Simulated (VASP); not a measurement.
**Sn: single point with PBEsol**

The system is Sn.

```
CELL_PARAMETERS angstrom
0.00000 3.16734 3.16734
3.16734 0.00000 3.16734
3.16734 3.16734 0.00000
ATOMIC_POSITIONS crystal
Sn 0.75000 0.75000 0.75000
Sn 0.50000 0.50000 0.50000
```

This cell differs from its parent crystal: volume scaled by 0.94.

* Program: VASP 6.6.1
* Task: single point
* Functional: PBEsol
* Potentials or basis: VASP PAW PBE potentials, release 64 (Sn_d)
* Cutoff: 520 eV
* k mesh: 7 × 7 × 7
* Occupations: fermi-dirac, width 0.05 eV
* Spin: no spin polarisation
* Dipole correction: no
* Further INCAR settings: ALGO = Fast; EDIFF = 1e-06; NBANDS = 21

| Quantity | Value |
| --- | --- |
| Pressure | 4.9 GPa |
| Band gap on the k mesh | zero (filled and empty bands touch) |

Levels at points of the mesh, in eV from the Fermi level:
| k point | band 10 | band 11 | band 12 | band 13 | band 14 | band 15 | band 16 | band 17 | band 18 | band 19 |
| --- | --- | --- | --- | --- | --- | --- | --- | --- | --- | --- |
| (0.00, 0.00, 0.00) | -21.33 | -11.18 | -0.21 | 0.05 | 0.05 | 0.05 | 2.12 | 2.12 | 2.12 | 4.87 |

Run time: 38 s on 1 thread of Intel Xeon 8259CL (shared host), peak memory 0.2 GiB.

Caveat: the PAW data sets were made with another functional, which shifts forces and pressure a little; spin-orbit coupling is left out, which moves the levels of the heavy elements.
